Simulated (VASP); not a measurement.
# Ba2Be (P6/mmm) in VASP: a series of runs

Runs on Ba2Be. Level: PBE. Tasks: single point.

Everything below comes from runs of VASP 6.6.1. Logs are shortened: lines on timing, memory, paths and dates and some standing lists are left out, and cuts for length are marked.

## 1. The cell of the first run

The structure is hexagonal, space group P6/mmm (No. 191). Conventional cell: a = 5.812 Å, b = 5.812 Å, c = 3.559 Å, α = 90.00°, β = 90.00°, γ = 120.00°. Within 4.4 Å of Ba (site symmetry -6m2) lie 5 Ba at 3.36 to 3.56 Å and 6 Be at 3.80 Å. Be (site symmetry 6/mmm) has 2 Be at 3.56 Å and 12 Ba at 3.80 Å within 4.7 Å.

The cell was generated, and may not be a known phase.

## 2. Single point, PBE

Contents of INCAR:

```
SYSTEM = Ba2Be
PREC = Accurate ; ENCUT = 520
EDIFF = 1E-6 ; ISMEAR = 0
SIGMA = 0.1 ; LREAL = .FALSE.
LASPH = .TRUE. ; NELM = 100
ALGO = Normal ; ISIF = 2
LWAVE = .FALSE. ; LCHARG = .FALSE.
GGA = PE ; NBANDS = 18
```

Contents of KPOINTS:

```
Automatic mesh
0
G
  3 3 6
  0 0 0
```

Contents of POSCAR:

```
Ba2Be
1.0
    5.8123851652      0.0000000000      0.0000000000
   -2.9061925826      5.0336732096      0.0000000000
    0.0000000000      0.0000000000      3.5591627771
Ba Be
2 1
Direct
    0.3333333333      0.6666666667      0.5000000000
    0.6666666667      0.3333333333      0.5000000000
    0.0000000000      0.0000000000      0.0000000000
```

Potentials or basis: VASP PAW PBE potentials, release 64 (Ba_sv, Be).

On the command line:

```bash
cat potpaw_PBE.64/Ba_sv/POTCAR potpaw_PBE.64/Be/POTCAR > POTCAR
mpirun -np 1 vasp_std > vasp.out
```

OUTCAR:

```text
SYSTEM = Ba2Be
   PREC = Accurate
   ENCUT = 520
   EDIFF = 1E-6
   ISMEAR = 0
   LREAL = .FALSE.
   LASPH = .TRUE.
   NELM = 100
   ISIF = 2
   GGA = PE

 ion  position               nearest neighbor table
   1  0.333  0.667  0.500-   2 3.36   2 3.36   2 3.36
   2  0.667  0.333  0.500-   1 3.36   1 3.36   1 3.36
   3  0.000  0.000  0.000-

  LATTYP: Found a hexagonal cell.
 ALAT       =     5.8123851652
 C/A-ratio  =     0.6123411777

  Lattice vectors:

 A1 = (   5.8123851652,   0.0000000000,   0.0000000000)
 A2 = (  -2.9061925826,   5.0336732096,   0.0000000000)
 A3 = (   0.0000000000,   0.0000000000,   3.5591627771)

Analysis of symmetry for initial positions (statically):
=====================================================================
 Subroutine PRICEL returns:
 Original cell was already a primitive cell.

 Routine SETGRP: Setting up the symmetry group for a
 hexagonal supercell.

 Subroutine GETGRP returns: Found 24 space group operations
 (whereof 24 operations were pure point group operations)
 out of a pool of 24 trial point group operations.

The static configuration has the point symmetry D_6h.

Analysis of symmetry for dynamics (positions and initial velocities):
=====================================================================
 Subroutine PRICEL returns:
 Original cell was already a primitive cell.

 Routine SETGRP: Setting up the symmetry group for a
 hexagonal supercell.

 Subroutine GETGRP returns: Found 24 space group operations
 (whereof 24 operations were pure point group operations)
 out of a pool of 24 trial point group operations.

The dynamic configuration has the point symmetry D_6h.

 Subroutine INISYM returns: Found 24 space group operations
 (whereof 24 operations are pure point group operations),
 and found     1 'primitive' translations

----------------------------------------------------------------------------------------

                                     Primitive cell

  volume of cell :     104.1327

  direct lattice vectors                    reciprocal lattice vectors
     5.812385165  0.000000000  0.000000000     0.172046410  0.099331041  0.000000000
    -2.906192583  5.033673210  0.000000000     0.000000000  0.198662082  0.000000000
     0.000000000  0.000000000  3.559162777     0.000000000  0.000000000  0.280964952

  length of vectors
     5.812385165  5.812385165  3.559162777     0.198662082  0.198662082  0.280964952

  position of ions in fractional coordinates (direct lattice)
     0.333333333  0.666666667  0.500000000
     0.666666667  0.333333333  0.500000000
     0.000000000  0.000000000  0.000000000

  ion indices of the primitive-cell ions
   primitive index   ion index
                 1           1
                 2           2
                 3           3

----------------------------------------------------------------------------------------

 KPOINTS: Automatic mesh

Automatic generation of k-mesh.
 Grid dimensions read from file:
 generate k-points for:    3    3    6

 Generating k-lattice:

  Cartesian coordinates                     Fractional coordinates (reciprocal lattice)
     0.057348803  0.033110347  0.000000000     0.333333333  0.000000000  0.000000000
     0.000000000  0.066220694  0.000000000     0.000000000  0.333333333  0.000000000
     0.000000000  0.000000000  0.046827492     0.000000000  0.000000000  0.166666667

  Length of vectors
     0.066220694  0.066220694  0.046827492

  Shift w.r.t. Gamma in fractional coordinates (k-lattice)
     0.000000000  0.000000000  0.000000000

 Subroutine IBZKPT returns following result:
 ===========================================

 Found     12 irreducible k-points:

 Following reciprocal coordinates:
            Coordinates               Weight
  0.000000  0.000000  0.000000      1.000000
  0.333333 -0.000000  0.000000      6.000000
  0.333333  0.333333  0.000000      2.000000
  0.000000  0.000000  0.166667      2.000000
  0.333333 -0.000000  0.166667     12.000000
  0.333333  0.333333  0.166667      4.000000
  0.000000  0.000000  0.333333      2.000000
  0.333333 -0.000000  0.333333     12.000000
  0.333333  0.333333  0.333333      4.000000
  0.000000  0.000000  0.500000      1.000000
  0.333333 -0.000000  0.500000      6.000000
  0.333333  0.333333  0.500000      2.000000
   k-points           NKPTS =     12   k-points in BZ     NKDIM =     12   number of bands    NBANDS=     18
   number of dos      NEDOS =    301   number of ions     NIONS =      3
   total plane-waves  NPLWV =  64512
   dimension x,y,z NGX =    48 NGY =   48 NGZ =   28
   dimension x,y,z NGXF=    96 NGYF=   96 NGZF=   56
   ions per type =               2   1
   NGX,Y,Z   is equivalent  to a cutoff of  13.73, 13.73, 13.08 a.u.
   NGXF,Y,Z  is equivalent  to a cutoff of  27.46, 27.46, 26.16 a.u.
 SYSTEM =  Ba2Be
   PREC   = accura    normal or accurate (medium, high low for compatibility)
   ISTART =      0    job   : 0-new  1-cont  2-samecut
   ICHARG =      2    charge: 1-file 2-atom 10-const
   ISPIN  =      1    spin polarized calculation?
   LNONCOLLINEAR =      F non collinear calculations
   LSORBIT =      F    spin-orbit coupling
   LASPH  =      T    aspherical Exc in radial PAW
   ENCUT  =  520.0 eV  38.22 Ry    6.18 a.u.  10.81 10.81  6.62*2*pi/ulx,y,z
   NELM   =    100;   NELMIN=  2; NELMDL= -5     # of ELM steps
   EDIFF  = 0.1E-05   stopping-criterion for ELM
   LREAL  =      F    real-space projection
[... 7 lines left out ...]
   TEBEG  =    0.0;   TEEND  =   0.0 temperature during run
   PSTRESS=    0.0 pullay stress
   NELECT =      22.0000    total number of electrons
   NUPDOWN=      -1.0000    fix difference up-down
   EMIN   =  10.00;   EMAX   =-10.00  energy-range for DOS
   EFERMI =   0.00;   METHOD = LEGACY
   ISMEAR =     0;   SIGMA  =   0.10  broadening in eV -4-tet -1-fermi 0-gaus
   EFERMI_NEDOS =   21; number of points for ismear=-14 and -15
   IALGO  =     38    algorithm
   IMIX   =      4    mixing-type and parameters
     AMIX     =   0.40;   BMIX     =  1.00
     AMIX_MAG =   1.60;   BMIX_MAG =  1.00
  volume/ion in A,a.u.               =      34.71       234.24
  Fermi-wavevector in a.u.,A,eV,Ry     =   0.975034  1.842548 12.934953  0.950692
  Thomas-Fermi vector in A             =   2.105542
   LORBIT       =      0    0 simple, 1 ext, 2 COOP (PROOUT), +10 PAW based schemes
   GGA     = PE    functional components
   LHFCALC =     F    Hartree Fock is set to
   AEXX    =    0.0000 exact exchange contribution
   IVDW    =     0    specifies the selected vdW correction
   LEPSILON=     F    determine dielectric tensor
   LRPA    =     F    only Hartree local field effects (RPA)
 non-spin polarized calculation
 Gauss-broadening in eV      SIGMA  =   0.10
  energy-cutoff  :      520.00
  volume of cell :      104.13
 maximum number of plane-waves:      2832
 NGX is ok and might be reduce to    48
   NGX = 21   NGY = 21   NGZ = 13

 number of electron      21.9999997 magnetization

 Free energy of the ion-electron system (eV)
  ---------------------------------------------------
  ext. energy  EPLUGINS =         0.00000000
  ---------------------------------------------------
  free energy    TOTEN  =        -5.24209243 eV

  energy without entropy =       -5.21582830  energy(sigma->0) =       -5.22896036

 E-fermi :   2.6321     XC(G=0):  -8.6321

 val. band max:        2.5945080394   @ k =   0.3333  -0.0000   0.1667
 cond. band min:       2.6406616327   @ k =   0.3333  -0.0000   0.5000
 fundamental gap:      0.0461535933
 Fermi energy:         2.6321331674

 k-point     1 :       0.0000    0.0000    0.0000
  band No.  band energies     occupation
      1     -26.2286      2.00000
      2     -25.7417      2.00000
      3     -12.0656      2.00000
      4     -12.0656      2.00000
      5     -10.5731      2.00000
      6     -10.5665      2.00000
[... 10 lines left out ...]
     17       6.5670      0.00000
     18       6.5670      0.00000

 k-point     2 :       0.3333   -0.0000    0.0000
  band No.  band energies     occupation
      1     -26.1308      2.00000
      2     -25.8500      2.00000
      3     -12.1739      2.00000
      4     -11.8440      2.00000
      5     -10.8007      2.00000
      6     -10.4897      2.00000
[... 10 lines left out ...]
     17       6.3076      0.00000
     18       7.0750      0.00000

 k-point     3 :       0.3333    0.3333    0.0000
  band No.  band energies     occupation
      1     -25.9930      2.00000
      2     -25.9930      2.00000
      3     -12.2885      2.00000
      4     -11.3268      2.00000
      5     -11.3268      2.00000
      6     -10.3736      2.00000
[... 10 lines left out ...]
     17       5.6492      0.00000
     18       7.4929      0.00000

 k-point     4 :       0.0000    0.0000    0.1667
  band No.  band energies     occupation
      1     -26.1836      2.00000
      2     -25.6997      2.00000
      3     -12.0083      2.00000
      4     -12.0083      2.00000
      5     -11.0365      2.00000
      6     -10.5624      2.00000
[... 10 lines left out ...]
     17       6.0607      0.00000
     18       6.0607      0.00000

 k-point     5 :       0.3333   -0.0000    0.1667
  band No.  band energies     occupation
      1     -26.0863      2.00000
      2     -25.8073      2.00000
      3     -12.1140      2.00000
      4     -11.7863      2.00000
      5     -10.9437      2.00000
      6     -10.7492      2.00000
[... 10 lines left out ...]
     17       6.2409      0.00000
     18       6.4885      0.00000

 k-point     6 :       0.3333    0.3333    0.1667
  band No.  band energies     occupation
      1     -25.9493      2.00000
      2     -25.9493      2.00000
      3     -12.2255      2.00000
      4     -11.2761      2.00000
      5     -11.2761      2.00000
      6     -10.8025      2.00000
[... 10 lines left out ...]
     17       5.1859      0.00000
     18       6.6668      0.00000

 k-point     7 :       0.0000    0.0000    0.3333
  band No.  band energies     occupation
      1     -26.0910      2.00000
      2     -25.6137      2.00000
      3     -11.8894      2.00000
      4     -11.8894      2.00000
      5     -11.8385      2.00000
      6     -11.2701      2.00000
[... 10 lines left out ...]
     17       6.2394      0.00000
     18       6.2398      0.00000

 k-point     8 :       0.3333   -0.0000    0.3333
  band No.  band energies     occupation
      1     -25.9949      2.00000
      2     -25.7198      2.00000
      3     -11.9897      2.00000
      4     -11.7240      2.00000
      5     -11.6669      2.00000
      6     -11.3937      2.00000
[... 10 lines left out ...]
     17       5.9026      0.00000
     18       6.6833      0.00000

 k-point     9 :       0.3333    0.3333    0.3333
  band No.  band energies     occupation
      1     -25.8598      2.00000
      2     -25.8598      2.00000
      3     -12.0944      2.00000
      4     -11.5642      2.00000
      5     -11.5642      2.00000
      6     -11.1629      2.00000
[... 10 lines left out ...]
     17       6.1627      0.00000
     18       6.1627      0.00000

 k-point    10 :       0.0000    0.0000    0.5000
  band No.  band energies     occupation
      1     -26.0434      2.00000
      2     -25.5696      2.00000
      3     -12.1950      2.00000
      4     -11.8278      2.00000
      5     -11.8278      2.00000
      6     -11.5911      2.00000
[... 10 lines left out ...]
     17       6.3691      0.00000
     18       6.3699      0.00000

 k-point    11 :       0.3333   -0.0000    0.5000
  band No.  band energies     occupation
      1     -25.9480      2.00000
      2     -25.6748      2.00000
      3     -12.0731      2.00000
      4     -11.9250      2.00000
      5     -11.7252      2.00000
      6     -11.6026      2.00000
[... 10 lines left out ...]
     17       5.8718      0.00000
     18       6.1028      0.00000

 k-point    12 :       0.3333    0.3333    0.5000
  band No.  band energies     occupation
      1     -25.8139      2.00000
      2     -25.8139      2.00000
      3     -12.0261      2.00000
      4     -11.9022      2.00000
      5     -11.9022      2.00000
      6     -11.1090      2.00000
[... 10 lines left out ...]
     17       6.7186      0.00000
     18       6.8326      0.00000

------------------------ aborting loop because EDIFF is reached ----------------------------------------

  FORCE on cell =-STRESS in cart. coord.  units (eV):
  Direction    XX          YY          ZZ          XY          YZ          ZX
  --------------------------------------------------------------------------------------
  -------------------------------------------------------------------------------------
  Total        0.4426969      0.4426969      0.2418203      0.0000000      0.0000000      0.0000000
  in kB        6.8112969      6.8112969      3.7206258      0.0000000      0.0000000      0.0000000
  external PRESSURE =       5.7810732 kB  Pullay stress =       0.0000000 kB

 VOLUME and BASIS-vectors are now :
 -----------------------------------------------------------------------------
  energy-cutoff  :      520.00
  volume of cell :      104.13
      direct lattice vectors                 reciprocal lattice vectors
     5.812385165  0.000000000  0.000000000     0.172046410  0.099331041  0.000000000
    -2.906192583  5.033673210  0.000000000     0.000000000  0.198662082  0.000000000
     0.000000000  0.000000000  3.559162777     0.000000000  0.000000000  0.280964952

 POSITION                                       TOTAL-FORCE (eV/Angst)
 -----------------------------------------------------------------------------------
     -0.00000      3.35578      1.77958        -0.000000      0.000000      0.000000
      2.90619      1.67789      1.77958         0.000000     -0.000000     -0.000000
      0.00000      0.00000      0.00000         0.000000      0.000000     -0.000000
 -----------------------------------------------------------------------------------
    total drift:                               -0.000000      0.000000     -0.000000

  FREE ENERGIE OF THE ION-ELECTRON SYSTEM (eV)
  ---------------------------------------------------
  free  energy   TOTEN  =        -5.2420924276 eV

  energy  without entropy=       -5.2158282966  energy(sigma->0) =       -5.22896036
```

Run time: 33 s. Hardware: 1 thread of Oxide Virtual Turin-like, shared host; peak memory 0.21 GiB.

What came out:

```yaml
Free_energy: -5.2421 eV
Pressure: 0.6 GPa
Band_gap_on_the_k_mesh: zero (bands 11 and 12 overlap by 0.59 eV)
```

Stress tensor (GPa, compression positive):
```
0.68 0.00 0.00
0.00 0.68 0.00
0.00 0.00 0.37
```

Caveat: the k points lie up to 0.42 Å⁻¹ apart, too coarse for converged energies and pressures of a metal; spin-orbit coupling is left out, which moves the levels of the heavy elements.

## 3. Single point, PBE

This run uses another cell than the first one, of 25.86 Å³/atom.

Contents of INCAR:

```
ALGO     = Normal         # electronic algorithm
EDIFF    = 1E-6           # SCF threshold, eV
ENCUT    = 520            # plane-wave cutoff, eV
GGA      = PE             # functional
ISIF     = 2              # what is computed and relaxed
ISMEAR   = 0              # smearing method
LASPH    = True           # aspherical terms in the spheres
LCHARG   = False          # write CHGCAR
LREAL    = False          # projectors in reciprocal space
LWAVE    = False          # write WAVECAR
NBANDS   = 18             # bands
NELM     = 60             # most SCF steps
PREC     = Accurate       # precision mode
SIGMA    = 0.1            # smearing width, eV
```

Contents of KPOINTS:

```
k-points
0
Gamma
  6 6 4
```

Contents of POSCAR:

```
Ba2Be
1.0
    4.3068588300      0.0000000000      0.0000000000
   -2.1534294100      3.7298491500      0.0000000000
    0.0000000000      0.0000000000      4.8301545000
Ba Be
2 1
Direct
    0.3333333300      0.6666666700      0.5000000000
    0.6666666700      0.3333333300      0.5000000000
    0.0000000000      0.0000000000      0.0000000000
```

Potentials or basis: VASP PAW PBE potentials, release 64 (Ba_sv, Be).

On the command line:

```bash
cat potpaw_PBE.64/Ba_sv/POTCAR potpaw_PBE.64/Be/POTCAR > POTCAR
mpirun -np 1 vasp_std > vasp.out
```

OUTCAR:

```text
EDIFF = 1E-6
   ENCUT = 520
   GGA = PE
   ISIF = 2
   ISMEAR = 0
   LASPH = True
   LREAL = False
   NELM = 60
   PREC = Accurate

 ion  position               nearest neighbor table
   1  0.333  0.667  0.500-   2 2.49   2 2.49   2 2.49   3 3.47   3 3.47   3 3.47   3 3.47   3 3.47
                             3 3.47
   2  0.667  0.333  0.500-   1 2.49   1 2.49   1 2.49   3 3.47   3 3.47   3 3.47   3 3.47   3 3.47
[... 635 lines left out ...]

  FORCE on cell =-STRESS in cart. coord.  units (eV):
  Direction    XX          YY          ZZ          XY          YZ          ZX
  --------------------------------------------------------------------------------------
  -------------------------------------------------------------------------------------
  Total       37.5248365     37.5248364     -4.0863187      0.0000001      0.0000000     -0.0000000
  in kB      774.8479069    774.8479039    -84.3781292      0.0000010      0.0000000     -0.0000000
  external PRESSURE =     488.4392272 kB  Pullay stress =       0.0000000 kB

 VOLUME and BASIS-vectors are now :
 -----------------------------------------------------------------------------
  energy-cutoff  :      520.00
  volume of cell :       77.59
      direct lattice vectors                 reciprocal lattice vectors
     4.306858830  0.000000000  0.000000000     0.232187782  0.134053679  0.000000000
    -2.153429410  3.729849150  0.000000000     0.000000000  0.268107358  0.000000000
     0.000000000  0.000000000  4.830154500     0.000000000  0.000000000  0.207032715

 POSITION                                       TOTAL-FORCE (eV/Angst)
 -----------------------------------------------------------------------------------
     -0.00000      2.48657      2.41508        -0.000000      0.000000      0.000000
      2.15343      1.24328      2.41508         0.000000     -0.000000      0.000000
      0.00000      0.00000      0.00000         0.000000      0.000000      0.000000
 -----------------------------------------------------------------------------------
    total drift:                               -0.000000      0.000000     -0.000000

  FREE ENERGIE OF THE ION-ELECTRON SYSTEM (eV)
  ---------------------------------------------------
  free  energy   TOTEN  =         3.0041910103 eV

  energy  without entropy=        3.0235050434  energy(sigma->0) =        3.01384803
```

stdout:

```text
POSCAR found type information on POSCAR BaBe
 POSCAR found :  2 types and       3 ions
 scaLAPACK will be used
 LDA part: xc-table for (Slater+PW92), standard interpolation
 POSCAR, INCAR and KPOINTS ok, starting setup
 FFT: planning ... GRIDC
 FFT: planning ... GRID_SOFT
 FFT: planning ... GRID
 WAVECAR not read
 entering main loop
```

Run time: 34 s. Hardware: 1 thread of Oxide Virtual Turin-like, shared host; peak memory 0.15 GiB.

Results:

| Property | Result |
| --- | --- |
| Free energy | 3.0042 eV |
| Pressure | 48.8 GPa |
| Band gap on the k mesh | zero (bands 11 and 12 overlap by 1.90 eV) |

Levels at points of the mesh, in eV from the Fermi level:
| k point | band 8 | band 9 | band 10 | band 11 | band 12 | band 13 | band 14 | band 15 |
| --- | --- | --- | --- | --- | --- | --- | --- | --- |
| (0.00, 0.00, 0.00) | -11.43 | -4.28 | -0.09 | 1.17 | 1.17 | 2.25 | 3.22 | 3.22 |
| (0.50, 0.00, 0.00) | -9.17 | -3.05 | -1.53 | -0.55 | 0.01 | 0.24 | 0.29 | 3.01 |
| (0.00, 0.00, 0.50) | -11.47 | -2.24 | -1.15 | 0.59 | 0.59 | 1.34 | 2.06 | 2.06 |
| (0.50, 0.00, 0.50) | -9.17 | -2.76 | -2.01 | -1.18 | 0.57 | 0.58 | 3.31 | 3.70 |

Caveat: the stress differs along the axes, from -8 to 77 GPa; spin-orbit coupling is left out, which moves the levels of the heavy elements.

(Continued in part 2 of 2.)

The gap in the log of VASP goes by the Fermi energy; the results here count the filled bands.